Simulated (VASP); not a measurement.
# CaSn2 (Fm-3m) in VASP: single point with PBE

Aim: the single point of CaSn2 with PBE.

Everything below comes from runs of VASP 6.6.1. Logs are shortened: lines on timing, memory, paths and dates and some standing lists are left out, and cuts for length are marked.

## Step 1: The cell of the first run

The structure is cubic, space group Fm-3m (No. 225). The conventional cell has a = 7.296 Å, b = 7.296 Å, c = 7.296 Å, α = 90.00°, β = 90.00°, γ = 90.00°. Within 4.2 Å of Ca (site symmetry m-3m) lie 8 Sn at 3.16 Å. Within 4.2 Å of Sn (site symmetry -43m) lie 4 Ca at 3.16 Å and 6 Sn at 3.65 Å.

## Step 2: Single point, PBE, collinear spin, zero start

Input file INCAR:

```
SYSTEM = CaSn2
PREC = Accurate
ENCUT = 520
EDIFF = 1E-7
ISMEAR = 0
SIGMA = 0.1
LREAL = .False.
LASPH = .True.
NELM = 150
ALGO = Fast
ISIF = 2
LWAVE = .False.
LCHARG = .False.
ISPIN = 2
MAGMOM = 0 0 0
LORBIT = 11
GGA = PE
NBANDS = 30
```

Input file KPOINTS:

```
regular mesh
0
Gamma
  12 12 12
  0 0 0
```

Input file POSCAR:

```
CaSn2
1.0
    0.0000000000      3.6480581970      3.6480581970
    3.6480581970      0.0000000000      3.6480581970
    3.6480581970      3.6480581970      0.0000000000
Ca Sn
1 2
Direct
    0.0000000000      0.0000000000      0.0000000000
    0.2500000000      0.2500000000      0.2500000000
    0.7500000000      0.7500000000      0.7500000000
```

Potentials or basis: VASP PAW PBE potentials, release 64 (Ca_sv, Sn_d).

Started as:

```bash
$ cat potpaw_PBE.64/Ca_sv/POTCAR potpaw_PBE.64/Sn_d/POTCAR > POTCAR
$ mpirun -np 1 vasp_std > vasp.out
```

OUTCAR:

```text
SYSTEM = CaSn2
   PREC = Accurate
   ENCUT = 520
   EDIFF = 1E-7
   ISMEAR = 0
   LREAL = .False.
   LASPH = .True.
   NELM = 150
   ISIF = 2
   ISPIN = 2
   LORBIT = 11
   GGA = PE

 ion  position               nearest neighbor table
   1  0.000  0.000  0.000-   3 3.16   3 3.16   3 3.16   2 3.16   3 3.16   2 3.16   2 3.16   2 3.16

   2  0.250  0.250  0.250-   1 3.16   1 3.16   1 3.16   1 3.16   3 3.65   3 3.65   3 3.65   3 3.65
                             3 3.65   3 3.65
   3  0.750  0.750  0.750-   1 3.16   1 3.16   1 3.16   1 3.16   2 3.65   2 3.65   2 3.65   2 3.65
                             2 3.65   2 3.65

  LATTYP: Found a face centered cubic cell.
 ALAT       =     7.2961163940

  Lattice vectors:

 A1 = (   0.0000000000,   3.6480581970,   3.6480581970)
 A2 = (   3.6480581970,   0.0000000000,   3.6480581970)
 A3 = (   3.6480581970,   3.6480581970,   0.0000000000)

Analysis of symmetry for initial positions (statically):
=====================================================================
 Subroutine PRICEL returns:
 Original cell was already a primitive cell.

 Routine SETGRP: Setting up the symmetry group for a
 face centered cubic supercell.

 Subroutine GETGRP returns: Found 48 space group operations
 (whereof 48 operations were pure point group operations)
 out of a pool of 48 trial point group operations.

The static configuration has the point symmetry O_h .

Analysis of symmetry for dynamics (positions and initial velocities):
=====================================================================
 Subroutine PRICEL returns:
 Original cell was already a primitive cell.

 Routine SETGRP: Setting up the symmetry group for a
 face centered cubic supercell.

 Subroutine GETGRP returns: Found 48 space group operations
 (whereof 48 operations were pure point group operations)
 out of a pool of 48 trial point group operations.

The dynamic configuration has the point symmetry O_h .

Analysis of structural, dynamic, and magnetic symmetry:
=====================================================================
 Subroutine PRICEL returns:
 Original cell was already a primitive cell.

 Routine SETGRP: Setting up the symmetry group for a
 face centered cubic supercell.

 Subroutine GETGRP returns: Found 48 space group operations
 (whereof 48 operations were pure point group operations)
 out of a pool of 48 trial point group operations.

The overall configuration has the point symmetry O_h .

 Subroutine INISYM returns: Found 48 space group operations
 (whereof 48 operations are pure point group operations),
 and found     1 'primitive' translations

----------------------------------------------------------------------------------------

                                     Primitive cell

  volume of cell :      97.0991

  direct lattice vectors                    reciprocal lattice vectors
     0.000000000  3.648058197  3.648058197    -0.137059217  0.137059217  0.137059217
     3.648058197  0.000000000  3.648058197     0.137059217 -0.137059217  0.137059217
     3.648058197  3.648058197  0.000000000     0.137059217  0.137059217 -0.137059217

  length of vectors
     5.159133379  5.159133379  5.159133379     0.237393527  0.237393527  0.237393527

  position of ions in fractional coordinates (direct lattice)
     0.000000000  0.000000000  0.000000000
     0.250000000  0.250000000  0.250000000
     0.750000000  0.750000000  0.750000000

  ion indices of the primitive-cell ions
   primitive index   ion index
                 1           1
                 2           2
                 3           3

----------------------------------------------------------------------------------------

 KPOINTS: regular mesh

Automatic generation of k-mesh.
 Grid dimensions read from file:
 generate k-points for:   12   12   12

 Generating k-lattice:

  Cartesian coordinates                     Fractional coordinates (reciprocal lattice)
    -0.011421601  0.011421601  0.011421601     0.083333333  0.000000000  0.000000000
     0.011421601 -0.011421601  0.011421601     0.000000000  0.083333333  0.000000000
     0.011421601  0.011421601 -0.011421601     0.000000000  0.000000000  0.083333333

  Length of vectors
     0.019782794  0.019782794  0.019782794

  Shift w.r.t. Gamma in fractional coordinates (k-lattice)
     0.000000000  0.000000000  0.000000000

 Subroutine IBZKPT returns following result:
 ===========================================

 Found     72 irreducible k-points:

 Following reciprocal coordinates:
            Coordinates               Weight
  0.000000  0.000000  0.000000      1.000000
  0.083333  0.000000  0.000000      8.000000
  0.166667  0.000000  0.000000      8.000000
  0.250000  0.000000  0.000000      8.000000
  0.333333  0.000000  0.000000      8.000000
  0.416667  0.000000  0.000000      8.000000
[... 16 lines left out ...]
  0.500000  0.166667  0.000000     24.000000
 -0.416667  0.166667  0.000000     24.000000
 [... further k-points ...]
   k-points           NKPTS =     72   k-points in BZ     NKDIM =     72   number of bands    NBANDS=     30
   number of dos      NEDOS =    301   number of ions     NIONS =      3
   total plane-waves  NPLWV =  64000
   dimension x,y,z NGX =    40 NGY =   40 NGZ =   40
   dimension x,y,z NGXF=    80 NGYF=   80 NGZF=   80
   ions per type =               1   2
   NGX,Y,Z   is equivalent  to a cutoff of  12.89, 12.89, 12.89 a.u.
   NGXF,Y,Z  is equivalent  to a cutoff of  25.78, 25.78, 25.78 a.u.
 SYSTEM =  CaSn2
   PREC   = accura    normal or accurate (medium, high low for compatibility)
   ISTART =      0    job   : 0-new  1-cont  2-samecut
   ICHARG =      2    charge: 1-file 2-atom 10-const
   ISPIN  =      2    spin polarized calculation?
   LNONCOLLINEAR =      F non collinear calculations
   LSORBIT =      F    spin-orbit coupling
   LASPH  =      T    aspherical Exc in radial PAW
   ENCUT  =  520.0 eV  38.22 Ry    6.18 a.u.   9.59  9.59  9.59*2*pi/ulx,y,z
   NELM   =    150;   NELMIN=  2; NELMDL= -5     # of ELM steps
   EDIFF  = 0.1E-06   stopping-criterion for ELM
   LREAL  =      F    real-space projection
   EDIFFG = 0.1E-05   stopping-criterion for IOM
   NSW    =      0    number of steps for IOM
   IBRION =     -1    ionic relax: 0-MD 1-quasi-New 2-CG
   NFREE  =      0    steps in history (QN), initial steepest desc. (CG)
   ISIF   =      2    stress and relaxation
   ISYM   =      2    0-nonsym 1-usesym 2-fastsym
   POTIM  = 0.5000    time-step for ionic-motion
   TEBEG  =    0.0;   TEEND  =   0.0 temperature during run
   PSTRESS=    0.0 pullay stress
   NELECT =      38.0000    total number of electrons
   NUPDOWN=      -1.0000    fix difference up-down
   EMIN   =  10.00;   EMAX   =-10.00  energy-range for DOS
   EFERMI =   0.00;   METHOD = LEGACY
   ISMEAR =     0;   SIGMA  =   0.10  broadening in eV -4-tet -1-fermi 0-gaus
   EFERMI_NEDOS =   21; number of points for ismear=-14 and -15
   IALGO  =     68    algorithm
   IMIX   =      4    mixing-type and parameters
     AMIX     =   0.40;   BMIX     =  1.00
     AMIX_MAG =   1.60;   BMIX_MAG =  1.00
  volume/ion in A,a.u.               =      32.37       218.42
  Fermi-wavevector in a.u.,A,eV,Ry     =   1.197469  2.262888 19.509829  1.433932
  Thomas-Fermi vector in A             =   2.333383
   LORBIT       =     11    0 simple, 1 ext, 2 COOP (PROOUT), +10 PAW based schemes
   GGA     = PE    functional components
   LHFCALC =     F    Hartree Fock is set to
   AEXX    =    0.0000 exact exchange contribution
   IVDW    =     0    specifies the selected vdW correction
   LEPSILON=     F    determine dielectric tensor
   LRPA    =     F    only Hartree local field effects (RPA)
 spin polarized calculation
 RMM-DIIS sequential band-by-band and
 Gauss-broadening in eV      SIGMA  =   0.10
  energy-cutoff  :      520.00
  volume of cell :       97.10
 maximum number of plane-waves:      2685
   NGX = 19   NGY = 19   NGZ = 19

 number of electron      37.9999986 magnetization      -0.0000000

 number of electron      37.9999986 magnetization       0.0000000

 Free energy of the ion-electron system (eV)
  ---------------------------------------------------
  ext. energy  EPLUGINS =         0.00000000
  ---------------------------------------------------
  free energy    TOTEN  =       -10.06187790 eV

  energy without entropy =      -10.05563762  energy(sigma->0) =      -10.05875776

 E-fermi :   4.6864     XC(G=0):  -9.0642

 val. band max:        4.6456123300   @ k =  -0.2500   0.4167   0.1667
 cond. band min:       4.6895684564   @ k =  -0.3333   0.1667   0.0000
 fundamental gap:      0.0439561264
 Fermi energy:         4.6864440321

 spin component 1

 k-point     1 :       0.0000    0.0000    0.0000
  band No.  band energies     occupation
      1     -36.1873      1.00000
      2     -17.3096      1.00000
      3     -17.3096      1.00000
      4     -17.3096      1.00000
      5     -16.5390      1.00000
      6     -16.5390      1.00000
[... 22 lines left out ...]
     29      10.8236      0.00000
     30      10.8334      0.00000

 k-point     2 :       0.0833    0.0000    0.0000
  band No.  band energies     occupation
      1     -36.1873      1.00000
      2     -17.3089      1.00000
      3     -17.3089      1.00000
      4     -17.3073      1.00000
      5     -16.5371      1.00000
      6     -16.5371      1.00000
[... 22 lines left out ...]
     29      10.8805      0.00000
     30      11.0625      0.00000

 k-point     3 :       0.1667    0.0000    0.0000
  band No.  band energies     occupation
      1     -36.1872      1.00000
      2     -17.3071      1.00000
      3     -17.3071      1.00000
      4     -17.3008      1.00000
      5     -16.5316      1.00000
      6     -16.5316      1.00000
[... 682 lines left out ...]
     29      12.4235      0.00000
     30      13.0397      0.00000

 k-point    24 :      -0.4167    0.1667    0.0000
  band No.  band energies     occupation
      1     -36.1870      1.00000
      2     -17.2975      1.00000
      3     -17.2938      1.00000
      4     -17.2757      1.00000
      5     -16.5089      1.00000
      6     -16.5056      1.00000
[... 22 lines left out ...]
     29      11.7944      0.00000
     30      12.5953      0.00000

 [... further k-points ...]

 spin component 2

 k-point     1 :       0.0000    0.0000    0.0000
  band No.  band energies     occupation
      1     -36.1873      1.00000
      2     -17.3096      1.00000
      3     -17.3096      1.00000
      4     -17.3096      1.00000
      5     -16.5390      1.00000
      6     -16.5390      1.00000
[... 22 lines left out ...]
     29      10.8229      0.00000
     30      10.8242      0.00000

 k-point     2 :       0.0833    0.0000    0.0000
  band No.  band energies     occupation
      1     -36.1873      1.00000
      2     -17.3089      1.00000
      3     -17.3089      1.00000
      4     -17.3073      1.00000
      5     -16.5371      1.00000
      6     -16.5371      1.00000
[... 22 lines left out ...]
     29      10.8797      0.00000
     30      11.0619      0.00000

 k-point     3 :       0.1667    0.0000    0.0000
  band No.  band energies     occupation
      1     -36.1872      1.00000
      2     -17.3071      1.00000
      3     -17.3071      1.00000
      4     -17.3008      1.00000
      5     -16.5316      1.00000
      6     -16.5316      1.00000
[... 682 lines left out ...]
     29      12.4279      0.00000
     30      13.0420      0.00000

 k-point    24 :      -0.4167    0.1667    0.0000
  band No.  band energies     occupation
      1     -36.1870      1.00000
      2     -17.2975      1.00000
      3     -17.2938      1.00000
      4     -17.2757      1.00000
      5     -16.5089      1.00000
      6     -16.5056      1.00000
[... 22 lines left out ...]
     29      11.7944      0.00000
     30      12.5953      0.00000

 [... further k-points ...]

------------------------ aborting loop because EDIFF is reached ----------------------------------------

  FORCE on cell =-STRESS in cart. coord.  units (eV):
  Direction    XX          YY          ZZ          XY          YZ          ZX
  --------------------------------------------------------------------------------------
  -------------------------------------------------------------------------------------
  Total       -0.0088694     -0.0088694     -0.0088694      0.0000000      0.0000000     -0.0000000
  in kB       -0.1463491     -0.1463491     -0.1463491      0.0000000      0.0000000     -0.0000000
  external PRESSURE =      -0.1463491 kB  Pullay stress =       0.0000000 kB

 VOLUME and BASIS-vectors are now :
 -----------------------------------------------------------------------------
  energy-cutoff  :      520.00
  volume of cell :       97.10
      direct lattice vectors                 reciprocal lattice vectors
     0.000000000  3.648058197  3.648058197    -0.137059217  0.137059217  0.137059217
     3.648058197  0.000000000  3.648058197     0.137059217 -0.137059217  0.137059217
     3.648058197  3.648058197  0.000000000     0.137059217  0.137059217 -0.137059217

 POSITION                                       TOTAL-FORCE (eV/Angst)
 -----------------------------------------------------------------------------------
      0.00000      0.00000      0.00000        -0.000000     -0.000000     -0.000000
      1.82403      1.82403      1.82403         0.000000      0.000000      0.000000
      5.47209      5.47209      5.47209        -0.000000     -0.000000     -0.000000
 -----------------------------------------------------------------------------------
    total drift:                               -0.000000     -0.000000      0.000000

  FREE ENERGIE OF THE ION-ELECTRON SYSTEM (eV)
  ---------------------------------------------------
  free  energy   TOTEN  =       -10.0618779014 eV

  energy  without entropy=      -10.0556376197  energy(sigma->0) =      -10.05875776

 total charge

# of ion       s       p       d       tot
------------------------------------------
    1        2.062   5.844   0.301   8.207
    2        1.247   1.002   9.937  12.187
    3        1.247   1.002   9.937  12.187
--------------------------------------------------
tot          4.557   7.849  20.175  32.580

 magnetization (x)

# of ion       s       p       d       tot
------------------------------------------
    1        0.000  -0.000   0.000   0.000
    2       -0.000  -0.000  -0.000  -0.000
    3       -0.000  -0.000  -0.000  -0.000
--------------------------------------------------
tot          0.000  -0.000  -0.000   0.000
```

It took 19 min on 1 thread of AMD EPYC 7R13 (Zen 3), shared host; peak memory 0.47 GiB.

What came out:

```
Free energy                                           : -10.0619 eV
Pressure                                              : 0.0 GPa
Band gap on the k mesh                                : zero (filled and empty bands overlap)
Net moment                                            : 0.00 μB per cell
Valence electrons inside the program's atomic spheres : Ca 8.21; Sn 12.19
```

Levels at points of the mesh, in eV from the Fermi level:
Spin up:
```
           k point  band 16  band 17  band 18  band 19  band 20  band 21  band 22  band 23
(0.00, 0.00, 0.00)    -4.27    -1.42    -1.42    -1.42     2.68     2.68     2.72     2.72
(0.50, 0.00, 0.00)    -6.88    -0.69    -0.69    -0.11     0.21     0.21     0.43     3.09
(0.50, 0.50, 0.00)    -6.02    -3.43    -1.74    -1.74     1.85     1.96     1.96     3.40
```
Spin down:
| k point | band 15 | band 16 | band 17 | band 18 | band 19 | band 20 | band 21 | band 22 | band 23 | band 24 |
| --- | --- | --- | --- | --- | --- | --- | --- | --- | --- | --- |
| (0.00, 0.00, 0.00) | -8.77 | -4.27 | -1.42 | -1.42 | -1.42 | 2.68 | 2.68 | 2.72 | 2.72 | 2.72 |
| (0.50, 0.00, 0.00) | -7.16 | -6.88 | -0.69 | -0.69 | -0.11 | 0.21 | 0.21 | 0.43 | 3.09 | 3.09 |
| (0.50, 0.50, 0.00) | -7.13 | -6.02 | -3.43 | -1.74 | -1.74 | 1.85 | 1.96 | 1.96 | 3.40 | 4.84 |

Caveat: spin-orbit coupling is left out, which moves the levels of the heavy elements.

The gap in the log of VASP goes by the Fermi energy; the results here count the filled bands.